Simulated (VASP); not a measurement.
# NaI (I4/mmm) in VASP: a series of runs, part 2 of 2

VASP 6.6.1. Earlier steps stand in the parts before.

### Step 3. Single point, r2SCAN (strain -0.015 along x and y, -0.030 along z)

Input file POSCAR:

```
NaI
1.0
    0.0000000000      3.1878540000      3.1393080000
    3.1878540000      0.0000000000      3.1393080000
    3.1878540000      3.1878540000      0.0000000000
Na I
1 1
Direct
    0.0000000000      0.0000000000      0.0000000000
    0.5000000000      0.5000000000      0.5000000000
```

Input file INCAR.step1:

```
ALGO     = Normal         # electronic algorithm
EDIFF    = 1E-4           # SCF threshold, eV
ENCUT    = 520            # plane-wave cutoff, eV
GGA      = PE             # functional
ISMEAR   = 0              # smearing method
LASPH    = T              # aspherical terms in the spheres
LCHARG   = F              # write CHGCAR
LREAL    = F              # projectors in reciprocal space
LWAVE    = T              # write WAVECAR
NBANDS   = 14             # bands
NELM     = 60             # most SCF steps
PREC     = Accurate       # precision mode
SIGMA    = 0.05           # smearing width, eV
```

Input file INCAR.step2:

```
ALGO     = Normal         # electronic algorithm
EDIFF    = 1E-6           # SCF threshold, eV
ENCUT    = 520            # plane-wave cutoff, eV
ISIF     = 2              # what is computed and relaxed
ISMEAR   = 0              # smearing method
ISTART   = 1            
LASPH    = T              # aspherical terms in the spheres
LCHARG   = T              # write CHGCAR
LELF     = T              # ELF
LMIXTAU  = T            
LREAL    = F              # projectors in reciprocal space
LVHAR    = T            
LWAVE    = F              # write WAVECAR
METAGGA  = R2SCAN         # meta-GGA
NBANDS   = 14             # bands
NELM     = 60             # most SCF steps
PREC     = Accurate       # precision mode
SIGMA    = 0.05           # smearing width, eV
```

Input file KPOINTS:

```
k-points
0
Gamma
  6 6 6
```

Potentials or basis: VASP PAW PBE potentials, release 64 (Na_pv, I).

Launch:

```bash
cat potpaw_PBE.64/Na_pv/POTCAR potpaw_PBE.64/I/POTCAR > POTCAR
cp INCAR.step1 INCAR
mpirun -np 1 vasp_std > vasp.out
cp INCAR.step2 INCAR
mpirun -np 1 vasp_std > vasp.out
```

OUTCAR:

```text
EDIFF = 1E-6
   ENCUT = 520
   ISIF = 2
   ISMEAR = 0
   ISTART = 1
   LASPH = T
   LREAL = F
   METAGGA = R2SCAN
   NELM = 60
   PREC = Accurate

 ion  position               nearest neighbor table
   1  0.000  0.000  0.000-   2 3.14   2 3.14
   2  0.500  0.500  0.500-   1 3.14   1 3.14

  LATTYP: Found a body centered tetragonal cell.
 ALAT       =     4.5083063617
 C/A-ratio  =     1.3926773152

  Lattice vectors:

 A1 = (   0.0000000000,  -3.1878540000,  -3.1393080000)
 A2 = (   0.0000000000,   3.1878540000,  -3.1393080000)
 A3 = (   3.1878540000,   0.0000000000,   3.1393080000)

Analysis of symmetry for initial positions (statically):
=====================================================================
 Subroutine PRICEL returns:
 Original cell was already a primitive cell.

 Routine SETGRP: Setting up the symmetry group for a
 body centered tetragonal supercell.

 Subroutine GETGRP returns: Found 16 space group operations
 (whereof 16 operations were pure point group operations)
 out of a pool of 16 trial point group operations.

The static configuration has the point symmetry D_4h.
[... 175 lines left out ...]
      5       0.9084      2.00000
      6       0.9264      2.00000
      7       0.9264      2.00000
      8       5.5551      0.00000
      9       9.3551      0.00000
     10       9.3551      0.00000
     11       9.4591      0.00000
     12      11.2517      0.00000
     13      11.4301      0.00000
     14      12.0986      0.00000
[... 377 lines left out ...]
      1     -22.2808      2.00000
      2     -22.2784      2.00000
      3     -22.2775      2.00000
      4     -10.1299      2.00000
      5      -1.0657      2.00000
      6      -0.1676      2.00000
      7       0.2038      2.00000
      8       6.7185      0.00000
      9       7.6082      0.00000
     10      10.4819      0.00000
     11      11.3820      0.00000
     12      13.0609      0.00000
     13      14.3144      0.00000
     14      15.3021      0.00000

 [... further k-points ...]

------------------------ aborting loop because EDIFF is reached ----------------------------------------

  FORCE on cell =-STRESS in cart. coord.  units (eV):
  Direction    XX          YY          ZZ          XY          YZ          ZX
  --------------------------------------------------------------------------------------
  -------------------------------------------------------------------------------------
  Total        0.3229881      0.3229881      0.5522174      0.0000000      0.0000000      0.0000000
  in kB        8.1102882      8.1102882     13.8662768      0.0000000      0.0000000      0.0000000
  external PRESSURE =      10.0289510 kB  Pullay stress =       0.0000000 kB

 VOLUME and BASIS-vectors are now :
 -----------------------------------------------------------------------------
  energy-cutoff  :      520.00
  volume of cell :       63.81
      direct lattice vectors                 reciprocal lattice vectors
     0.000000000  3.187854000  3.139308000    -0.156845326  0.156845326  0.159270769
     3.187854000  0.000000000  3.139308000     0.156845326 -0.156845326  0.159270769
     3.187854000  3.187854000  0.000000000     0.156845326  0.156845326 -0.159270769

 POSITION                                       TOTAL-FORCE (eV/Angst)
 -----------------------------------------------------------------------------------
      0.00000      0.00000      0.00000        -0.000000     -0.000000      0.000000
      3.18785      3.18785      3.13931         0.000000      0.000000     -0.000000
 -----------------------------------------------------------------------------------
    total drift:                                0.000000      0.000000      0.000000

  FREE ENERGIE OF THE ION-ELECTRON SYSTEM (eV)
  ---------------------------------------------------
  free  energy   TOTEN  =       -31.0754221306 eV

  energy  without entropy=      -31.0754221306  energy(sigma->0) =      -31.07542213
```

OSZICAR.step1:

```text
N       E                     dE             d eps       ncg     rms          rms(c)
DAV:   1     0.876402927790E+02    0.87640E+02   -0.67051E+03   840   0.913E+02
DAV:   2     0.113085369641E+01   -0.86509E+02   -0.80949E+02   908   0.233E+02
DAV:   3    -0.527217468110E+01   -0.64030E+01   -0.63700E+01  1068   0.610E+01
DAV:   4    -0.541588364859E+01   -0.14371E+00   -0.14368E+00  1066   0.946E+00
DAV:   5    -0.541919577706E+01   -0.33121E-02   -0.33120E-02  1136   0.139E+00    0.169E+00
DAV:   6    -0.536462798763E+01    0.54568E-01   -0.62145E-02  1020   0.149E+00    0.115E+00
DAV:   7    -0.535697228992E+01    0.76557E-02   -0.60066E-02  1068   0.129E+00    0.607E-01
DAV:   8    -0.535875072385E+01   -0.17784E-02   -0.47388E-03  1008   0.556E-01    0.181E-01
DAV:   9    -0.535871924471E+01    0.31479E-04   -0.21378E-04  1038   0.131E-01
   1 F= -.53587192E+01 E0= -.53587192E+01  d E =-.202549E-21
```

Run time: 46 s. Hardware: 1 thread of Intel Xeon 6975P-C (Granite Rapids), shared host; peak memory 0.21 GiB.

What came out:

| Property | Result |
| --- | --- |
| Free energy | -31.0754 eV |
| Pressure | 1.0 GPa |
| Band gap on the k mesh | 4.63 eV |

Caveat: the cell differs from its parent crystal (strain -0.015 along x and y, -0.030 along z); the PAW data sets were made with another functional, which shifts forces and pressure a little; spin-orbit coupling is left out, which moves the levels of the heavy elements.

### Step 4. Single point, r2SCAN (strain -0.030 along x and y, +0.015 along z)

Input file POSCAR:

```
NaI
1.0
    0.0000000000      3.1393080000      3.2849460000
    3.1393080000      0.0000000000      3.2849460000
    3.1393080000      3.1393080000      0.0000000000
Na I
1 1
Direct
    0.0000000000      0.0000000000      0.0000000000
    0.5000000000      0.5000000000      0.5000000000
```

Input file INCAR.step1:

```
SYSTEM = NaI
  PREC = Accurate
  ENCUT = 520
  ISMEAR = 0
  SIGMA = 0.05
  LREAL = .FALSE.
  LASPH = .TRUE.
  NELM = 60
  NBANDS = 14
  GGA = PE
  ALGO = Normal
  EDIFF = 1E-4
  LWAVE = .TRUE.
  LCHARG = .FALSE.
```

Input file INCAR.step2:

```
SYSTEM = NaI
  PREC = Accurate
  ENCUT = 520
  EDIFF = 1E-6
  ISMEAR = 0
  SIGMA = 0.05
  LREAL = .FALSE.
  LASPH = .TRUE.
  NELM = 60
  ALGO = Normal
  ISIF = 2
  LWAVE = .FALSE.
  LCHARG = .TRUE.
  METAGGA = R2SCAN
  LMIXTAU = .TRUE.
  LELF = .TRUE.
  LVHAR = .TRUE.
  NBANDS = 14
  ISTART = 1
```

Input file KPOINTS:

```
Automatic mesh
0
G
  6 6 6
  0 0 0
```

Potentials or basis: VASP PAW PBE potentials, release 64 (Na_pv, I).

Launch:

```bash
cat potpaw_PBE.64/Na_pv/POTCAR potpaw_PBE.64/I/POTCAR > POTCAR
cp INCAR.step1 INCAR
mpirun -np 1 vasp_std > vasp.out
cp INCAR.step2 INCAR
mpirun -np 1 vasp_std > vasp.out
```

OUTCAR:

```text
SYSTEM = NaI
   PREC = Accurate
   ENCUT = 520
   EDIFF = 1E-6
   ISMEAR = 0
   LREAL = .FALSE.
   LASPH = .TRUE.
   NELM = 60
   ISIF = 2
   METAGGA = R2SCAN
   ISTART = 1

 ion  position               nearest neighbor table
   1  0.000  0.000  0.000-   2 3.14   2 3.14   2 3.14   2 3.14
   2  0.500  0.500  0.500-   1 3.14   1 3.14   1 3.14   1 3.14

  LATTYP: Found a body centered tetragonal cell.
 ALAT       =     4.4396519501
 C/A-ratio  =     1.4798214081

  Lattice vectors:

 A1 = (  -3.1393080000,   0.0000000000,   3.2849460000)
 A2 = (   3.1393080000,   0.0000000000,   3.2849460000)
 A3 = (   0.0000000000,   3.1393080000,  -3.2849460000)

Analysis of symmetry for initial positions (statically):
=====================================================================
 Subroutine PRICEL returns:
 Original cell was already a primitive cell.

 Routine SETGRP: Setting up the symmetry group for a
 body centered tetragonal supercell.

 Subroutine GETGRP returns: Found 16 space group operations
 (whereof 16 operations were pure point group operations)
 out of a pool of 16 trial point group operations.

The static configuration has the point symmetry D_4h.

Analysis of symmetry for dynamics (positions and initial velocities):
=====================================================================
 Subroutine PRICEL returns:
 Original cell was already a primitive cell.

 Routine SETGRP: Setting up the symmetry group for a
 body centered tetragonal supercell.

 Subroutine GETGRP returns: Found 16 space group operations
 (whereof 16 operations were pure point group operations)
 out of a pool of 16 trial point group operations.

The dynamic configuration has the point symmetry D_4h.

 Subroutine INISYM returns: Found 16 space group operations
 (whereof 16 operations are pure point group operations),
 and found     1 'primitive' translations

----------------------------------------------------------------------------------------

                                     Primitive cell
[... 121 lines left out ...]
   LRPA    =     F    only Hartree local field effects (RPA)
 non-spin polarized calculation
 Gauss-broadening in eV      SIGMA  =   0.05
  energy-cutoff  :      520.00
  volume of cell :       64.75
 maximum number of plane-waves:      1763
 NGX is ok and might be reduce to    36
   NGX = 17   NGY = 17   NGZ = 17

 number of electron      14.0000008 magnetization

 Free energy of the ion-electron system (eV)
  ---------------------------------------------------
  ext. energy  EPLUGINS =         0.00000000
  ---------------------------------------------------
  free energy    TOTEN  =       -31.07259390 eV

  energy without entropy =      -31.07259390  energy(sigma->0) =      -31.07259390

 E-fermi :   1.1587     XC(G=0):  -8.2651

 val. band max:        0.8354348471   @ k =   0.0000   0.0000   0.0000
 cond. band min:       5.3959855758   @ k =   0.0000   0.0000   0.0000
 fundamental gap:      4.5605507287
 Fermi energy:         1.1586916880

 k-point     1 :       0.0000    0.0000    0.0000
  band No.  band energies     occupation
      1     -22.3970      2.00000
      2     -22.3942      2.00000
      3     -22.3940      2.00000
      4     -10.6659      2.00000
      5       0.7949      2.00000
      6       0.7949      2.00000
      7       0.8354      2.00000
      8       5.3960      0.00000
      9       9.0858      0.00000
     10       9.3928      0.00000
     11       9.3928      0.00000
     12      10.9405      0.00000
     13      11.4718      0.00000
     14      11.9858      0.00000
[... 377 lines left out ...]
      1     -22.3993      2.00000
      2     -22.3980      2.00000
      3     -22.3965      2.00000
      4     -10.1998      2.00000
      5      -1.1357      2.00000
      6      -0.2761      2.00000
      7       0.0782      2.00000
      8       6.5711      0.00000
      9       7.4355      0.00000
     10      10.3390      0.00000
     11      11.1806      0.00000
     12      12.8607      0.00000
     13      14.0195      0.00000
     14      15.0286      0.00000

 [... further k-points ...]

------------------------ aborting loop because EDIFF is reached ----------------------------------------

  FORCE on cell =-STRESS in cart. coord.  units (eV):
  Direction    XX          YY          ZZ          XY          YZ          ZX
  --------------------------------------------------------------------------------------
  -------------------------------------------------------------------------------------
  Total        0.5024957      0.5024957     -0.0839490      0.0000000     -0.0000000     -0.0000000
  in kB       12.4341721     12.4341721     -2.0773038      0.0000000     -0.0000000     -0.0000000
  external PRESSURE =       7.5970134 kB  Pullay stress =       0.0000000 kB

 VOLUME and BASIS-vectors are now :
 -----------------------------------------------------------------------------
  energy-cutoff  :      520.00
  volume of cell :       64.75
      direct lattice vectors                 reciprocal lattice vectors
     0.000000000  3.139308000  3.284946000    -0.159270769  0.159270769  0.152209504
     3.139308000  0.000000000  3.284946000     0.159270769 -0.159270769  0.152209504
     3.139308000  3.139308000  0.000000000     0.159270769  0.159270769 -0.152209504

 POSITION                                       TOTAL-FORCE (eV/Angst)
 -----------------------------------------------------------------------------------
      0.00000      0.00000      0.00000         0.000000      0.000000     -0.000000
      3.13931      3.13931      3.28495        -0.000000     -0.000000      0.000000
 -----------------------------------------------------------------------------------
    total drift:                                0.000000      0.000000      0.000000

  FREE ENERGIE OF THE ION-ELECTRON SYSTEM (eV)
  ---------------------------------------------------
  free  energy   TOTEN  =       -31.0725939019 eV

  energy  without entropy=      -31.0725939019  energy(sigma->0) =      -31.07259390
```

Run time: 47 s. Hardware: 1 thread of Intel Xeon 6975P-C (Granite Rapids), shared host; peak memory 0.22 GiB.

What came out:

| Item | Value |
| --- | --- |
| Free energy | -31.0726 eV |
| Pressure | 0.8 GPa |
| Band gap on the k mesh | 4.56 eV |

Caveat: the cell differs from its parent crystal (strain -0.030 along x and y, +0.015 along z); the PAW data sets were made with another functional, which shifts forces and pressure a little; spin-orbit coupling is left out, which moves the levels of the heavy elements.

### Step 5. Single point, r2SCAN (strain -0.015 along x and y, +0.000 along z)

Input file POSCAR:

```
NaI
1.0
    0.0000000000      3.1878540000      3.2364000000
    3.1878540000      0.0000000000      3.2364000000
    3.1878540000      3.1878540000      0.0000000000
Na I
1 1
Direct
    0.0000000000      0.0000000000      0.0000000000
    0.5000000000      0.5000000000      0.5000000000
```

INCAR.step1 is that of step 4.

Input file INCAR.step2:

```
SYSTEM = NaI
  PREC = Accurate
  ENCUT = 520
  EDIFF = 1E-7
  ISMEAR = 0
  SIGMA = 0.05
  LREAL = .FALSE.
  LASPH = .TRUE.
  NELM = 60
  ALGO = Normal
  ISIF = 2
  LWAVE = .FALSE.
  LCHARG = .FALSE.
  METAGGA = R2SCAN
  LMIXTAU = .TRUE.
  NBANDS = 14
  ISTART = 1
```

KPOINTS is that of step 4.

Potentials or basis: VASP PAW PBE potentials, release 64 (Na_pv, I).

Launch:

```bash
cat potpaw_PBE.64/Na_pv/POTCAR potpaw_PBE.64/I/POTCAR > POTCAR
cp INCAR.step1 INCAR
mpirun -np 1 vasp_std > vasp.out
cp INCAR.step2 INCAR
mpirun -np 1 vasp_std > vasp.out
```

OUTCAR:

```text
SYSTEM = NaI
   PREC = Accurate
   ENCUT = 520
   EDIFF = 1E-7
   ISMEAR = 0
   LREAL = .FALSE.
   LASPH = .TRUE.
   NELM = 60
   ISIF = 2
   METAGGA = R2SCAN
   ISTART = 1

 ion  position               nearest neighbor table
   1  0.000  0.000  0.000-
   2  0.500  0.500  0.500-

  LATTYP: Found a body centered tetragonal cell.
 ALAT       =     4.5083063617
 C/A-ratio  =     1.4357498095

  Lattice vectors:

[... 593 lines left out ...]

 [... further k-points ...]

------------------------ aborting loop because EDIFF is reached ----------------------------------------

  FORCE on cell =-STRESS in cart. coord.  units (eV):
  Direction    XX          YY          ZZ          XY          YZ          ZX
  --------------------------------------------------------------------------------------
  -------------------------------------------------------------------------------------
  Total        0.2078310      0.2078310      0.0238402      0.0000000      0.0000000     -0.0000000
  in kB        5.0621133      5.0621133      0.5806721      0.0000000      0.0000000     -0.0000000
  external PRESSURE =       3.5682995 kB  Pullay stress =       0.0000000 kB

 VOLUME and BASIS-vectors are now :
 -----------------------------------------------------------------------------
  energy-cutoff  :      520.00
  volume of cell :       65.78
      direct lattice vectors                 reciprocal lattice vectors
     0.000000000  3.187854000  3.236400000    -0.156845326  0.156845326  0.154492646
     3.187854000  0.000000000  3.236400000     0.156845326 -0.156845326  0.154492646
     3.187854000  3.187854000  0.000000000     0.156845326  0.156845326 -0.154492646

 POSITION                                       TOTAL-FORCE (eV/Angst)
 -----------------------------------------------------------------------------------
      0.00000      0.00000      0.00000         0.000000      0.000000      0.000000
      3.18785      3.18785      3.23640        -0.000000     -0.000000     -0.000000
 -----------------------------------------------------------------------------------
    total drift:                                0.000000      0.000000      0.000000

  FREE ENERGIE OF THE ION-ELECTRON SYSTEM (eV)
  ---------------------------------------------------
  free  energy   TOTEN  =       -31.0835635410 eV

  energy  without entropy=      -31.0835635410  energy(sigma->0) =      -31.08356354
```

OSZICAR.step1:

```text
N       E                     dE             d eps       ncg     rms          rms(c)
DAV:   1     0.835788336148E+02    0.83579E+02   -0.66027E+03   840   0.889E+02
DAV:   2     0.102678989766E+01   -0.82552E+02   -0.76383E+02   918   0.224E+02
DAV:   3    -0.529161681814E+01   -0.63184E+01   -0.62760E+01  1092   0.596E+01
DAV:   4    -0.543536769913E+01   -0.14375E+00   -0.14372E+00  1102   0.932E+00
DAV:   5    -0.543888361988E+01   -0.35159E-02   -0.35159E-02  1140   0.145E+00    0.166E+00
DAV:   6    -0.538123019818E+01    0.57653E-01   -0.66197E-02  1002   0.152E+00    0.112E+00
DAV:   7    -0.537314251086E+01    0.80877E-02   -0.62418E-02  1056   0.130E+00    0.609E-01
DAV:   8    -0.537506770076E+01   -0.19252E-02   -0.50213E-03   966   0.566E-01    0.180E-01
DAV:   9    -0.537503330591E+01    0.34395E-04   -0.21113E-04  1038   0.128E-01
   1 F= -.53750333E+01 E0= -.53750333E+01  d E =-.303625E-21
```

It took 58 s on 1 thread of Intel Xeon 6975P-C (Granite Rapids), shared host; peak memory 0.22 GiB.

What came out:

```yaml
Free_energy: -31.0836 eV
Pressure: 0.4 GPa
Band_gap_on_the_k_mesh: 4.52 eV
```

Levels at points of the mesh, in eV from the valence-band top:
```tsv
k point	band 5	band 6	band 7	band 8	band 9	band 10
(0.00, 0.00, 0.00)	-0.02	-0.02	0.00	4.52	8.40	8.50
(0.50, 0.00, 0.00)	-2.31	-0.34	-0.31	5.69	8.02	8.15
(0.50, 0.50, 0.00)	-2.05	-0.79	-0.79	5.26	5.98	10.86
(0.50, 0.00, 0.50)	-2.04	-0.86	-0.79	5.23	5.94	10.96
```

Caveat: the cell differs from its parent crystal (strain -0.015 along x and y, +0.000 along z); the PAW data sets were made with another functional, which shifts forces and pressure a little; spin-orbit coupling is left out, which moves the levels of the heavy elements.

### Step 6. The runs side by side

| cell | gap on the mesh (eV) | pressure (GPa) |
| --- | --- | --- |
| a = 4.509, b = 4.509, c = 4.440 Å, angles 60.5, 60.5, 59.0°, 2 atoms | 4.62 | 1.0 |
| a = 4.474, b = 4.474, c = 4.508 Å, angles 59.7, 59.7, 60.5°, 2 atoms | 4.63 | 1.0 |
| a = 4.544, b = 4.544, c = 4.440 Å, angles 60.8, 60.8, 58.5°, 2 atoms | 4.56 | 0.8 |
| a = 4.543, b = 4.543, c = 4.508 Å, angles 60.3, 60.3, 59.5°, 2 atoms | 4.52 | 0.4 |

Alike in all rows: task single point; level r2SCAN; potentials or basis VASP PAW PBE potentials, release 64 (Na_pv, I); no spin polarisation; k mesh 6 × 6 × 6; cutoff (eV) 520; smearing gaussian 0.05 eV.

Caveats: the PAW data sets were made with another functional, which shifts forces and pressure a little; spin-orbit coupling is left out, which moves the levels of the heavy elements.

Absolute energies hang on the potentials; compare differences alone.
